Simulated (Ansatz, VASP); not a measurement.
## LiCl in VASP and in Ansatz

```
Li Cl
1.0
     0.00000    2.62095    2.55603
     2.55603    0.00000    2.55603
     2.55603    2.62095    0.00000
Li Cl
1 1
Direct
  0.00000 0.00000 0.00000
  0.50000 0.50000 0.50000
```

Change from the starting cell: uniaxial_y strain +2.5%.

Alike in both runs: task single point; functional r2SCAN; k mesh 8 × 8 × 8; no spin polarisation.

|  | VASP | Ansatz |
| --- | --- | --- |
| version | VASP 6.6.1 | Ansatz 0.2.0 |
| potentials or method | VASP PAW PBE potentials, release 64 (Li_sv, Cl) | plane waves, PAW |
| plane-wave cutoff (eV) | 520 | 500 |
| occupations | gaussian, width 0.01 eV | fixed |
| valence electrons in the cell | 10 | 10 |

VASP gave:

* gap on the k mesh at the Fermi level (eV): 7.16

Question: Which values does Ansatz return?

Answer: gap on the k mesh at the Fermi level (eV): 7.10.

VASP's potentials were made for PBE, not for r2SCAN.

Noted on VASP's run: the cutoff is short for stress, so the pressure is rough.
